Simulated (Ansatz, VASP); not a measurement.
# One calculation of Au, two programs

File INCAR:

```
PREC = Accurate
ENCUT = 540
EDIFF = 1E-6
ISMEAR = -1
SIGMA = 0.08
LREAL = F
LASPH = T
NELM = 120
ALGO = Normal
ISIF = 2
LWAVE = F
LCHARG = F
GGA = PE
NBANDS = 16
GGA_COMPAT = F
```

Contents of KPOINTS:

```
Automatic mesh
0
Gamma
  15 15 14
```

The input POSCAR:

```
Au
1.0
    2.3766507856      0.0000000000      0.0000000000
   -1.1883253928      2.0582399562      0.0000000000
    0.0000000000      0.0000000000      2.2937336755
Au
1
Direct
    0.0000000000      0.0000000000      0.0000000000
```

Input for Ansatz:

```yaml
crystal:
  lattice:
    - [2.3766507856, 0.0, 0.0]
    - [-1.1883253928, 2.0582399562, 0.0]
    - [0.0, 0.0, 2.2937336755]
  atoms:
    - { symbol: Au, position: [0.0, 0.0, 0.0] }
kpoints:
  mp_grid: { grid: [15, 15, 14] }
scf:
  occupations: { method: fermi_dirac, width: 0.08 }
hamiltonian:
  xc: pbe
  pseudopotentials: { kind: paw }
output:
  forces: true
  stress: true
  eigenvalues: true
  populations: true
```

Change from the starting cell: volume scaled by 0.58, PAW files.

Alike in both runs: task single point; functional PBE; k mesh 15 × 15 × 14; occupations fermi-dirac, width 0.08 eV; no spin polarisation.

|  | VASP | Ansatz |
| --- | --- | --- |
| version | VASP 6.6.1 | Ansatz 0.2.0 |
| potentials or method | VASP PAW PBE potentials, release 64 (Au_sv_GW) | PAW with Ansatz's default frozen-core files, scalar-relativistic |
| plane-wave cutoff (eV) | 540 | 420 |
| valence electrons in the cell | 19 | 19 |

Ansatz gave:

| Property | Result |
| --- | --- |
| pressure (GPa) | 304.6 |
| traceless stress, the component that is largest in VASP (GPa) | 0.12 |

**Question.** What did VASP give for the same quantities?

**Answer.** Pressure (GPa): 305.4; traceless stress, the component that is largest in VASP (GPa): 0.09.

Both programs put the cell under a high pressure, so it lies far from rest at this level.

Neither program's run includes spin-orbit coupling. Noted on VASP's run: the cell as given lies far from equilibrium.
